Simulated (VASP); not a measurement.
A run of VASP 6.6.1:

File INCAR:

```
ALGO     = Normal         # electronic algorithm
DIPOL    = 0.5 0.5 0.317
EDIFF    = 1E-7           # SCF threshold, eV
ENCUT    = 520            # plane-wave cutoff, eV
GGA      = PE             # functional
IDIPOL   = 3            
ISIF     = 2              # what is computed and relaxed
ISMEAR   = 0              # smearing method
ISPIN    = 2              # spin polarisation
IVDW     = 12             # dispersion correction
LASPH    = T              # aspherical terms in the spheres
LCHARG   = F              # write CHGCAR
LDIPOL   = T            
LORBIT   = 11             # projections on sites
LREAL    = F              # projectors in reciprocal space
LWAVE    = F              # write WAVECAR
MAGMOM   = 0 0 0 0 1      # initial moments
NBANDS   = 32             # bands
NELM     = 150            # most SCF steps
PREC     = Accurate       # precision mode
SIGMA    = 0.05           # smearing width, eV
```

File KPOINTS:

```
k-points
0
Gamma
  7 7 1
```

POSCAR

```
Sn2HO2
1.0
    3.8201633739      0.0000000000      0.0000000000
    0.0000000000      3.8201633739      0.0000000000
    0.0000000000      0.0000000000     17.8630408312
Sn O H
2 2 1
Direct
    0.7500000000      0.2500000000      0.2239260402
    0.2500000000      0.7500000000      0.3562126343
    0.2500000000      0.2500000000      0.2900693373
    0.7500000000      0.7500000000      0.2900693373
    0.3750000000      1.1250000000      0.4234010869
```

Potentials or basis: VASP PAW PBE potentials, release 64 (Sn_d, O, H).

Launch:

```sh
$ cat potpaw_PBE.64/Sn_d/POTCAR potpaw_PBE.64/O/POTCAR potpaw_PBE.64/H/POTCAR > POTCAR
$ mpirun -np 1 vasp_std > vasp.out
```

Hardware: 1 thread of Intel(R) Xeon(R) 6975P-C (Granite Rapids), with other jobs on the host.

Problem. Estimate the wall time of this run.

Solution. Wall time 6.5 min on 1 thread of Intel(R) Xeon(R) 6975P-C (Granite Rapids), on a shared host, peak memory 0.57 GiB. Counts: scf iterations 40, k points 25.
